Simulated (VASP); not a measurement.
A run of VASP 6.6.1:

The input INCAR:

```
SYSTEM = Hg
  PREC = Accurate
  ENCUT = 520
  EDIFF = 1E-6
  ISMEAR = -1
  SIGMA = 0.05
  LREAL = .False.
  LASPH = .True.
  NELM = 80
  ALGO = Normal
  ISIF = 2
  LWAVE = .False.
  LCHARG = .True.
  GGA = PE
  LELF = .True.
  LVHAR = .True.
  NBANDS = 19
```

Contents of KPOINTS:

```
Automatic mesh
0
Gamma
  11 11 11
  0 0 0
```

The input POSCAR:

```
Hg
1.0
    0.0000000000      2.9396290401      2.9396290401
    2.9396290401      0.0000000000      2.9396290401
    2.9396290401      2.9396290401      0.0000000000
Hg
2
Direct
   -0.1250000000     -0.1250000000     -0.1250000000
    0.1250000000      0.1250000000      0.1250000000
```

Potentials or basis: VASP PAW PBE potentials, release 64 (Hg).

Launch:

```sh
$ cat potpaw_PBE.64/Hg/POTCAR > POTCAR
$ mpirun -np 1 vasp_std > vasp.out
```

Hardware: 1 thread of Intel(R) Xeon(R) 6975P-C (Granite Rapids), on a shared host.

How long does it take, and how much memory?

Run time: 14 s on 1 thread of Intel(R) Xeon(R) 6975P-C (Granite Rapids), on a shared host, peak memory 0.19 GiB. Counts: scf iterations 12, k points 56.
